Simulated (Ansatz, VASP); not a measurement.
**Two plane-wave programs on NaCa**

```xyz
2
Lattice="1.6263 0.9389 5.1800 -1.6263 0.9389 5.1800 0.0000 -1.8779 5.1800" Properties=species:S:1:pos:R:3 pbc="T T T"
Na    0.0000    0.0000    0.0000
Ca    0.0000    0.0000    7.7700
```

Alike in both runs: task relaxation of cell and atoms; functional PBE; k mesh 6 × 6 × 6; occupations gaussian, width 0.1 eV; no spin polarisation.

|  | VASP | Ansatz |
| --- | --- | --- |
| version | VASP 6.6.1 | Ansatz 0.2.0 |
| potentials or method | VASP PAW PBE potentials, release 64 (Na_pv, Ca_sv), cutoff 500 eV | scalar-relativistic, plane waves, PAW |
| valence electrons in the cell | 17 | 19 |

```tsv
	VASP	Ansatz	Ansatz less VASP
gap on the k mesh at the Fermi level, each at its own relaxed structure (eV)	none	none	-
relaxed volume (Å³/atom)	40.55	40.92	+0.364
relaxed cell length with the largest relative difference (Å)	6.773	6.770	-0.0030
```

A gap of «none» marks a metal or a gap that the smearing closes. VASP's potentials hold 17 valence electrons a cell and Ansatz's 19, so a difference there can come from the potentials and not from the codes.

The k mesh is coarse, so the values compare programs but aren't converged. Noted on VASP's run: the volume moved by over 15 % at a fixed basis, so the end points are rough.
